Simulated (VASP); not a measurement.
# Ir (C2/m) in VASP: electric field gradients with PBEsol

Aim: the electric field gradients of Ir with PBEsol.

Program: VASP 6.6.1. These are calculated values, not measurements. Logs are shortened: lines on timing, memory, paths and dates and some standing lists are left out, and cuts for length are marked.

### Step 1. The cell of the first run

It takes space group C2/m (No. 12, monoclinic). Conventional cell: a = 4.754 Å, b = 2.745 Å, c = 4.447 Å, α = 90.00°, β = 90.00°, γ = 90.00°. Within 3.2 Å of Ir (site symmetry m) lie 12 Ir at 2.40 to 3.01 Å.

### Step 2. Electric field gradients, PBEsol (shortest bond scaled by 0.88)

INCAR reads:

```
SYSTEM = Ir
PREC = Accurate ; ENCUT = 520
EDIFF = 1E-8 ; ISMEAR = -1
SIGMA = 0.05 ; LREAL = .False.
LASPH = .True. ; NELM = 100
ALGO = Normal ; ISIF = 2
LWAVE = .False. ; LCHARG = .False.
GGA = PS ; LEFG = .True.
NBANDS = 16
```

KPOINTS reads:

```
regular mesh
0
Gamma
  13 13 7
  0 0 0
```

POSCAR reads:

```
Ir
1.0
    2.7448628762      0.0000000000      0.0000000000
   -1.3724314381      2.3771209807      0.0000000000
    0.0000000000      0.0000000000      4.4466778595
Ir
2
Direct
    0.2933333333      0.6466666667      0.2200000000
    0.7066666667      0.3533333333      0.7800000000
```

Potentials or basis: VASP PAW PBE potentials, release 64 (Ir).

On the command line:

```
cat potpaw_PBE.64/Ir/POTCAR > POTCAR
mpirun -np 1 vasp_std > vasp.out
```

OUTCAR:

```text
SYSTEM = Ir
   PREC = Accurate
   ENCUT = 520
   EDIFF = 1E-8
   ISMEAR = -1
   LREAL = .False.
   LASPH = .True.
   NELM = 100
   ISIF = 2
   GGA = PS

 ion  position               nearest neighbor table
   1  0.293  0.647  0.220-   2 2.40   2 2.58   2 2.58   2 2.85   2 3.01   2 3.01
   2  0.707  0.353  0.780-   1 2.40   1 2.58   1 2.58   1 2.85   1 3.01   1 3.01

  LATTYP: Found a hexagonal cell.
 ALAT       =     2.7448628762
 C/A-ratio  =     1.6200000000

  Lattice vectors:

 A1 = (   2.7448628762,   0.0000000000,   0.0000000000)
 A2 = (  -1.3724314381,   2.3771209807,   0.0000000000)
 A3 = (   0.0000000000,   0.0000000000,   4.4466778595)

Analysis of symmetry for initial positions (statically):
=====================================================================
 Subroutine PRICEL returns:
 Original cell was already a primitive cell.

 Routine SETGRP: Setting up the symmetry group for a
 hexagonal supercell.

 Subroutine GETGRP returns: Found  4 space group operations
 (whereof  4 operations were pure point group operations)
 out of a pool of 24 trial point group operations.

The static configuration has the point symmetry C_2h.

Analysis of symmetry for dynamics (positions and initial velocities):
=====================================================================
 Subroutine PRICEL returns:
 Original cell was already a primitive cell.

 Routine SETGRP: Setting up the symmetry group for a
 hexagonal supercell.

 Subroutine GETGRP returns: Found  4 space group operations
 (whereof  4 operations were pure point group operations)
 out of a pool of 24 trial point group operations.

The dynamic configuration has the point symmetry C_2h.

 Subroutine INISYM returns: Found  4 space group operations
 (whereof  4 operations are pure point group operations),
 and found     1 'primitive' translations

----------------------------------------------------------------------------------------

                                     Primitive cell

  volume of cell :      29.0140

  direct lattice vectors                    reciprocal lattice vectors
     2.744862876  0.000000000  0.000000000     0.364316924  0.210338474  0.000000000
    -1.372431438  2.377120981  0.000000000     0.000000000  0.420676948  0.000000000
     0.000000000  0.000000000  4.446677860     0.000000000  0.000000000  0.224886990

  length of vectors
     2.744862876  2.744862876  4.446677860     0.420676948  0.420676948  0.224886990

  position of ions in fractional coordinates (direct lattice)
     0.293333333  0.646666667  0.220000000
     0.706666667  0.353333333  0.780000000

  ion indices of the primitive-cell ions
   primitive index   ion index
                 1           1
                 2           2

----------------------------------------------------------------------------------------

 KPOINTS: regular mesh

Automatic generation of k-mesh.
 Grid dimensions read from file:
 generate k-points for:   13   13    7

 Generating k-lattice:

  Cartesian coordinates                     Fractional coordinates (reciprocal lattice)
     0.028024379  0.016179883  0.000000000     0.076923077  0.000000000  0.000000000
     0.000000000  0.032359765  0.000000000     0.000000000  0.076923077  0.000000000
     0.000000000  0.000000000  0.032126713     0.000000000  0.000000000  0.142857143

  Length of vectors
     0.032359765  0.032359765  0.032126713

  Shift w.r.t. Gamma in fractional coordinates (k-lattice)
     0.000000000  0.000000000  0.000000000

 Subroutine IBZKPT returns following result:
 ===========================================

 Found    322 irreducible k-points:

 Following reciprocal coordinates:
            Coordinates               Weight
  0.000000  0.000000  0.000000      1.000000
  0.076923 -0.000000  0.000000      2.000000
  0.000000  0.076923  0.000000      4.000000
  0.153846 -0.000000  0.000000      2.000000
  0.000000  0.153846  0.000000      4.000000
  0.230769 -0.000000  0.000000      2.000000
[... 16 lines left out ...]
 -0.076923  0.384615  0.000000      4.000000
 -0.384615  0.307692  0.000000      4.000000
 [... further k-points ...]
   k-points           NKPTS =    322   k-points in BZ     NKDIM =    322   number of bands    NBANDS=     16
   number of dos      NEDOS =    301   number of ions     NIONS =      2
   total plane-waves  NPLWV =  14400
   dimension x,y,z NGX =    20 NGY =   20 NGZ =   36
   dimension x,y,z NGXF=    40 NGYF=   40 NGZF=   72
   ions per type =               2
   NGX,Y,Z   is equivalent  to a cutoff of  12.11, 12.11, 13.46 a.u.
   NGXF,Y,Z  is equivalent  to a cutoff of  24.23, 24.23, 26.92 a.u.
 SYSTEM =  Ir
   PREC   = accura    normal or accurate (medium, high low for compatibility)
   ISTART =      0    job   : 0-new  1-cont  2-samecut
   ICHARG =      2    charge: 1-file 2-atom 10-const
   ISPIN  =      1    spin polarized calculation?
   LNONCOLLINEAR =      F non collinear calculations
   LSORBIT =      F    spin-orbit coupling
   LASPH  =      T    aspherical Exc in radial PAW
   ENCUT  =  520.0 eV  38.22 Ry    6.18 a.u.   5.10  5.10  8.27*2*pi/ulx,y,z
   NELM   =    100;   NELMIN=  2; NELMDL= -5     # of ELM steps
   EDIFF  = 0.1E-07   stopping-criterion for ELM
   LREAL  =      F    real-space projection
   EDIFFG = 0.1E-06   stopping-criterion for IOM
   NSW    =      0    number of steps for IOM
   IBRION =     -1    ionic relax: 0-MD 1-quasi-New 2-CG
   NFREE  =      0    steps in history (QN), initial steepest desc. (CG)
   ISIF   =      2    stress and relaxation
   ISYM   =      2    0-nonsym 1-usesym 2-fastsym
   POTIM  = 0.5000    time-step for ionic-motion
   TEBEG  =    0.0;   TEEND  =   0.0 temperature during run
   PSTRESS=    0.0 pullay stress
   NELECT =      18.0000    total number of electrons
   NUPDOWN=      -1.0000    fix difference up-down
   EMIN   =  10.00;   EMAX   =-10.00  energy-range for DOS
   EFERMI =   0.00;   METHOD = LEGACY
   ISMEAR =    -1;   SIGMA  =   0.05  broadening in eV -4-tet -1-fermi 0-gaus
   EFERMI_NEDOS =   21; number of points for ismear=-14 and -15
   IALGO  =     38    algorithm
   IMIX   =      4    mixing-type and parameters
     AMIX     =   0.40;   BMIX     =  1.00
     AMIX_MAG =   1.60;   BMIX_MAG =  1.00
  volume/ion in A,a.u.               =      14.51        97.90
  Fermi-wavevector in a.u.,A,eV,Ry     =   1.396250  2.638530 26.524742  1.949514
  Thomas-Fermi vector in A             =   2.519622
   LORBIT       =      0    0 simple, 1 ext, 2 COOP (PROOUT), +10 PAW based schemes
   GGA     = PS    functional components
   LHFCALC =     F    Hartree Fock is set to
   AEXX    =    0.0000 exact exchange contribution
   IVDW    =     0    specifies the selected vdW correction
   LEPSILON=     F    determine dielectric tensor
   LRPA    =     F    only Hartree local field effects (RPA)
 non-spin polarized calculation
  energy-cutoff  :      520.00
  volume of cell :       29.01
 maximum number of plane-waves:       790
   NGX = 11   NGY = 11   NGZ = 17

 number of electron      17.9999999 magnetization

 Free energy of the ion-electron system (eV)
  ---------------------------------------------------
  ext. energy  EPLUGINS =         0.00000000
  ---------------------------------------------------
  free energy    TOTEN  =       -18.88110776 eV

  energy without entropy =      -18.86173898  energy(sigma->0) =      -18.87142337

 E-fermi :  10.0761     XC(G=0): -13.9053

 val. band max:       10.0744541700   @ k =   0.3846   0.3077   0.2857
 cond. band min:      10.0793967616   @ k =   0.2308   0.2308   0.1429
 fundamental gap:      0.0049425916
 Fermi energy:        10.0761434594

 k-point     1 :       0.0000    0.0000    0.0000
  band No.  band energies     occupation
      1      -1.1330      2.00000
      2       1.7442      2.00000
      3       5.6161      2.00000
      4       5.9060      2.00000
      5       5.9931      2.00000
      6       6.1835      2.00000
[... 8 lines left out ...]
     15      26.9710      0.00000
     16      27.7316      0.00000

 k-point     2 :       0.0769   -0.0000    0.0000
  band No.  band energies     occupation
      1      -0.9040      2.00000
      2       1.9561      2.00000
      3       5.3874      2.00000
      4       5.7960      2.00000
      5       6.1523      2.00000
      6       6.3187      2.00000
[... 8 lines left out ...]
     15      27.3121      0.00000
     16      27.7872      0.00000

 k-point     3 :       0.0000    0.0769    0.0000
  band No.  band energies     occupation
      1      -0.9078      2.00000
      2       1.9325      2.00000
      3       5.4035      2.00000
      4       5.9790      2.00000
      5       6.0665      2.00000
      6       6.1661      2.00000
[... 8 lines left out ...]
     15      27.1430      0.00000
     16      27.8708      0.00000

 k-point     4 :       0.1538   -0.0000    0.0000
  band No.  band energies     occupation
      1      -0.2504      2.00000
      2       2.5208      2.00000
      3       4.9093      2.00000
      4       5.4373      2.00000
      5       6.4393      2.00000
      6       6.7693      2.00000
[... 8 lines left out ...]
     15      27.3811      0.00000
     16      27.8782      0.00000

 k-point     5 :       0.0000    0.1538    0.0000
  band No.  band energies     occupation
      1      -0.2705      2.00000
      2       2.4107      2.00000
      3       4.9024      2.00000
      4       5.8140      2.00000
      5       6.0372      2.00000
      6       6.5784      2.00000
[... 8 lines left out ...]
     15      26.6128      0.00000
     16      28.0440      0.00000

 k-point     6 :       0.2308   -0.0000    0.0000
  band No.  band energies     occupation
      1       0.7108      2.00000
      2       3.0837      2.00000
      3       4.4892      2.00000
      4       5.0744      2.00000
      5       6.1167      2.00000
      6       6.4256      2.00000
[... 8 lines left out ...]
     15      26.1365      0.00000
     16      26.4559      0.00000
[... 267 lines left out ...]
 k-point    21 :      -0.3077    0.2308    0.0000
  band No.  band energies     occupation
      1       1.2835      2.00000
      2       3.0461      2.00000
      3       4.0570      2.00000
      4       5.2633      2.00000
      5       5.6598      2.00000
      6       6.1770      2.00000
[... 8 lines left out ...]
     15      24.2166      0.00000
     16      26.1246      0.00000

 k-point    22 :       0.3077    0.0769    0.0000
  band No.  band energies     occupation
      1       2.2616      2.00000
      2       3.0348      2.00000
      3       3.8293      2.00000
      4       5.1593      2.00000
      5       5.7666      2.00000
      6       6.4374      2.00000
[... 8 lines left out ...]
     15      22.5101      0.00000
     16      24.5204      0.00000

 k-point    23 :      -0.0769    0.3846    0.0000
  band No.  band energies     occupation
      1       2.0312      2.00000
      2       2.8092      2.00000
      3       3.4574      2.00000
      4       5.2996      2.00000
      5       5.8960      2.00000
      6       6.5004      2.00000
[... 8 lines left out ...]
     15      22.5575      0.00000
     16      24.9023      0.00000

 k-point    24 :      -0.3846    0.3077    0.0000
  band No.  band energies     occupation
      1       2.0377      2.00000
      2       2.8073      2.00000
      3       3.5203      2.00000
      4       5.3899      2.00000
      5       5.7248      2.00000
      6       6.5631      2.00000
[... 8 lines left out ...]
     15      22.6309      0.00000
     16      24.9123      0.00000

 [... further k-points ...]

------------------------ aborting loop because EDIFF is reached ----------------------------------------

  FORCE on cell =-STRESS in cart. coord.  units (eV):
  Direction    XX          YY          ZZ          XY          YZ          ZX
  --------------------------------------------------------------------------------------
  -------------------------------------------------------------------------------------
  Total        0.7551562     -0.1206316      3.2362513      0.7584546      1.2550243      2.1737655
  in kB       41.7003584     -6.6613805    178.7085029     41.8824944     69.3034907    120.0371461
  external PRESSURE =      71.2491603 kB  Pullay stress =       0.0000000 kB

 VOLUME and BASIS-vectors are now :
 -----------------------------------------------------------------------------
  energy-cutoff  :      520.00
  volume of cell :       29.01
      direct lattice vectors                 reciprocal lattice vectors
     2.744862876  0.000000000  0.000000000     0.364316924  0.210338474  0.000000000
    -1.372431438  2.377120981  0.000000000     0.000000000  0.420676948  0.000000000
     0.000000000  0.000000000  4.446677860     0.000000000  0.000000000  0.224886990

 POSITION                                       TOTAL-FORCE (eV/Angst)
 -----------------------------------------------------------------------------------
     -0.08235      1.53720      0.97827         1.175201      0.678502      3.899339
      1.45478      0.83992      3.46841        -1.175201     -0.678502     -3.899339
 -----------------------------------------------------------------------------------
    total drift:                                0.000000     -0.000000     -0.000000

  FREE ENERGIE OF THE ION-ELECTRON SYSTEM (eV)
  ---------------------------------------------------
  free  energy   TOTEN  =       -18.8811077645 eV

  energy  without entropy=      -18.8617389789  energy(sigma->0) =      -18.87142337

 Electric field gradients (V/A^2)
---------------------------------------------------------------------
 ion       V_xx      V_yy      V_zz      V_xy      V_xz      V_yz
---------------------------------------------------------------------
   1     -10.692    12.856    -2.163   -20.394    -0.708    -0.409
   2     -10.692    12.856    -2.163   -20.394    -0.708    -0.409
---------------------------------------------------------------------

 Electric field gradients after diagonalization (V/A^2)
 (convention: |V_zz| > |V_xx| > |V_yy|)
----------------------------------------------------------------------
 ion       V_xx      V_yy      V_zz     asymmetry (V_yy - V_xx)/ V_zz
----------------------------------------------------------------------
   1     -22.500    -2.130    24.630       0.827
   2     -22.500    -2.130    24.630       0.827
----------------------------------------------------------------------

           NMR quadrupolar parameters

 Cq : quadrupolar parameter    Cq=e*Q*V_zz/h
 eta: asymmetry parameters     (V_yy - V_xx)/ V_zz
 Q  : nuclear electric quadrupole moment in mb (millibarn)
----------------------------------------------------------------------
 ion       Cq(MHz)       eta       Q (mb)
----------------------------------------------------------------------
   1       0.060       0.827       1.000
   2       0.060       0.827       1.000
----------------------------------------------------------------------
```

Wall time 3.9 min (1 thread of Intel Xeon 8259CL, shared host); peak memory 0.21 GiB.

Results:

```
Free energy                             : -18.8811 eV
Pressure                                : 7.1 GPa
Largest force                           : 4.129 eV/Å
Band gap on the k mesh                  : zero (bands 9 and 10 overlap by 2.73 eV)
Largest electric field gradient by atom : Ir +24.6 V/Å²
```

Forces in eV/Å, atoms in the order of the input:
```
Ir   1.175  0.679  3.899
Ir  -1.175 -0.679 -3.899
```

Electric field gradients, principal values (V/Å²):
```
atom   least   middle  greatest (by size)
1 Ir  -2.130  -22.500              24.630
2 Ir  -2.130  -22.500              24.630
```

Caveat: the cell differs from its parent crystal (shortest bond scaled by 0.88); the cell stands under pressure; without QUAD_EFG the Cq values of the log hold for a quadrupole moment of 1 mb, not for the nuclei; the PAW data sets were made with another functional, which shifts forces and pressure a little; spin-orbit coupling is left out, which moves the levels of the heavy elements.
